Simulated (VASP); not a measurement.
Write the native input for VASP 6.6.1 that does the following.

```yaml
Task: single point
Functional: LDA
Potentials_or_basis: VASP PAW LDA potentials, release 64 (Ba_sv, Rh_pv, O)
Cutoff: 520 eV
k_mesh: 9 × 9 × 9
Occupations: fermi-dirac, width 0.1 eV
Spin: no spin polarisation
Dipole_correction: no
Further_INCAR_settings: ALGO = Normal; EDIFF = 1e-07; NBANDS = 30
```

The structure of BaRhO3 lies in POSCAR:

```
BaRhO3
1.0
    4.0944550000      0.0000000000      0.0000000000
    0.0000000000      4.0944550000      0.0000000000
    0.0000000000      0.0000000000      4.1353995500
Ba Rh O
1 1 3
Direct
    0.0000000000      0.0000000000      0.0000000000
    0.5000000000      0.5000000000      0.5000000000
    0.5000000000      0.0000000000      0.5000000000
    0.0000000000      0.5000000000      0.5000000000
    0.5000000000      0.5000000000      0.0000000000
```

One way to write it, as run:

INCAR

```
  ALGO = Normal
  EDIFF = 1E-7
  ENCUT = 520
  ISIF = 2
  ISMEAR = -1
  LASPH = True
  LCHARG = False
  LREAL = False
  LWAVE = False
  NBANDS = 30
  NELM = 80
  PREC = Accurate
  SIGMA = 0.1
```

KPOINTS

```
k-points
0
Gamma
  9 9 9
```

Potentials or basis: VASP PAW LDA potentials, release 64 (Ba_sv, Rh_pv, O).

Command:

```bash
$ cat potpaw_LDA.64/Ba_sv/POTCAR potpaw_LDA.64/Rh_pv/POTCAR potpaw_LDA.64/O/POTCAR > POTCAR
$ mpirun -np 1 vasp_std > vasp.out
```

It gave:

- Pressure: -15.1 GPa
- Band gap on the k mesh: zero (an odd number of electrons rules out a gap without spin polarisation)

Caveat: the cell stands under tension; spin-orbit coupling is left out, which moves the levels of the heavy elements; an odd number of electrons without spin polarisation forces a metal; a magnetic or distorted state may lie lower.

It took 2.5 min on 1 thread of Intel Xeon 8259CL, with other jobs on the host, peak memory 0.26 GiB.
